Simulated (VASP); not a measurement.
Here is a VASP 6.6.1 calculation.

File INCAR:

```
PREC = Accurate
ENCUT = 520
EDIFF = 1E-6
ISMEAR = 0
SIGMA = 0.15
LREAL = F
LASPH = T
NELM = 80
ALGO = Fast
ISIF = 2
LWAVE = F
LCHARG = F
GGA = PE
NBANDS = 12
```

KPOINTS

```
regular mesh
0
Gamma
  22 22 22
```

File POSCAR:

```
Nb
1.0
   -1.5246113712      1.5246113712      1.9819947826
    1.5246113712     -1.5246113712      1.9819947826
    1.5246113712      1.5246113712     -1.9819947826
Nb
1
Direct
    0.0000000000      0.0000000000      0.0000000000
```

Potentials or basis: VASP PAW PBE potentials, release 64 (Nb_sv).

The run is started by

```sh
$ cat potpaw_PBE.64/Nb_sv/POTCAR > POTCAR
$ mpirun -np 1 vasp_std > vasp.out
```

(1) Estimate the pressure.

(2) What does it give for the band gap on the k mesh?

## Answers

(1) 1.5 GPa.

(2) zero (an odd number of electrons rules out a gap without spin polarisation).
